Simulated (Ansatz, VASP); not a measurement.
**One calculation of La3Si2F, two programs**

```xyz
6
Lattice="7.9179 0.0000 0.0000 -3.9589 6.8571 0.0000 0.0000 0.0000 3.9718" Properties=species:S:1:pos:R:3 pbc="T T T"
La    3.9589    0.0000    1.9859
La    1.9795    3.4285    1.9859
La   -1.9795    3.4285    1.9859
Si    0.0000    4.5714    0.0000
Si    3.9589    2.2857    0.0000
F     0.0000    0.0000    0.0000
```

Change from the starting cell: species swapped into the SmAl3Pd2 type (P6/mmm, No. 191).

Alike in both runs: functional PBE; k mesh 6 × 6 × 10; occupations gaussian, width 0.1 eV; no spin polarisation.

Ansatz relaxed the structure, and its values are those at the end. VASP's run is a single point on that final structure, the one shown.

|  | VASP | Ansatz |
| --- | --- | --- |
| version | VASP 6.6.1 | Ansatz 0.2.0 |
| potentials or method | VASP PAW PBE potentials, release 64 (La, Si, F), cutoff 520 eV | scalar-relativistic, plane waves, PAW |
| valence electrons in the cell | 48 | 48 |

Ansatz gave:

| Item | Value |
| --- | --- |
| gap on the k mesh at the Fermi level (eV) | none |
| pressure (GPa) | 0.0 |

Task: Which values does VASP return?

Result: gap on the k mesh at the Fermi level (eV): none; pressure (GPa): -0.1.

A gap of «none» marks a metal or a gap that the smearing closes.

Spin-orbit coupling is off throughout.
